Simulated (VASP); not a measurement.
# SnTe: single point with PBE

The system is SnTe.

```
Sn Te
1.0
     0.00000    3.04602    3.04602
     3.04602    0.00000    3.04602
     3.04602    3.04602    0.00000
Sn Te
1 1
Direct
  0.00000 0.00000 0.00000
  0.50000 0.50000 0.50000
```

This cell differs from its parent crystal: strained.

```
Program             : VASP 6.6.1
Task                : single point
Functional          : PBE
Potentials or basis : VASP PAW PBE potentials, release 64 (Sn_d, Te)
Cutoff              : 520 eV
k mesh              : 10 × 10 × 10
Occupations         : gaussian, width 0.05 eV
Spin                : no spin polarisation
```

| Property | Result |
| --- | --- |
| Pressure | 8.6 GPa |
| Band gap on the k mesh | 0.25 eV, direct |

Levels at points of the mesh, in eV from the valence-band top:
```csv
k point,band 7,band 8,band 9,band 10,band 11,band 12,band 13,band 14
"(0.00, 0.00, 0.00)",-4.18,-2.37,-2.37,-2.37,3.62,3.62,3.62,4.61
"(0.50, 0.00, 0.00)",-8.88,-2.01,-2.01,0.00,0.25,0.25,0.42,8.11
"(0.50, 0.50, 0.00)",-6.50,-6.28,-4.21,-4.21,1.81,5.50,5.50,7.26
```

It took 18 s on 1 thread of Intel(R) Xeon(R) 6975P-C (Granite Rapids) (shared host), peak memory 0.2 GiB.

Caveat: the cell differs from its parent crystal (strained); spin-orbit coupling is left out, which moves the levels of the heavy elements. A k mesh can miss the band edges.
